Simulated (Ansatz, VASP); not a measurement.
One calculation of TaN, two programs

```
Ta N
1.0
     3.05000    0.00000    0.00000
    -1.52500    2.64138    0.00000
     0.00000    0.00000    5.03880
Ta N
2 2
Direct
  0.33333 0.66667 0.00000
  0.66667 0.33333 0.50000
  0.33333 0.66667 0.38500
  0.66667 0.33333 0.88500
```

Change from the starting cell: zz strain of +2 %, crystal datasets.

Alike in both runs: task electric field gradients; functional PBEsol; k mesh 9 × 9 × 5; occupations fermi-dirac, width 0.01 eV; no spin polarisation.

|  | VASP | Ansatz |
| --- | --- | --- |
| version | VASP 6.6.1 | Ansatz 0.2.0 |
| potentials or method | VASP PAW PBE potentials, release 64 (Ta_pv, N), cutoff 520 eV | all-electron PAW with datasets made for the crystal, scalar-relativistic |

|  | VASP | Ansatz | Ansatz less VASP |
| --- | --- | --- | --- |
| pressure (GPa) | 116.9 | 111.7 | -5.27 |
| traceless stress, the component that is largest in VASP (GPa) | -22.02 | -21.08 | +0.938 |
| rms of the force components (eV/Å) | 1.888 | 1.839 | -0.0496 |
| size of Vzz on the site where it differs most (V/Å²) | 144.1 | 135.2 | -8.89 |

VASP's potentials were made for PBE, not for PBEsol. Atom by atom the forces differ by 0.050 eV/Å (rms over components). Both programs put the cell under a high pressure, so it lies far from rest at this level. Ansatz ran all-electron here, and VASP with PAW potentials.

Spin-orbit coupling is off throughout. Noted on VASP's run: the cell as given lies far from equilibrium.
